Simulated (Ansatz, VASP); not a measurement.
## Ge in VASP and in Ansatz

```
Ge
1.0
     0.00000    2.82891    2.82891
     2.82891    0.00000    2.82891
     2.82891    2.82891    0.00000
Ge
2
Direct
  0.00000 0.00000 0.00000
  0.25000 0.25000 0.25000
```

Alike in both runs: task single point; functional revPBE; k mesh 4 × 4 × 4; no spin polarisation.

|  | VASP | Ansatz |
| --- | --- | --- |
| version | VASP 6.6.1 | Ansatz 0.2.0 |
| potentials or method | VASP PAW PBE potentials, release 64 (Ge_d), cutoff 500 eV | plane waves, PAW |
| occupations | gaussian, width 0.01 eV | fixed |
| valence electrons in the cell | 28 | 28 |

Ansatz gave:

* gap on the k mesh at the Fermi level (eV): 0.11

Q: Estimate VASP's values.

A: gap on the k mesh at the Fermi level (eV): 0.13.

VASP's potentials were made for PBE, not for revPBE.

The k mesh is coarse, so the values compare programs but aren't converged.
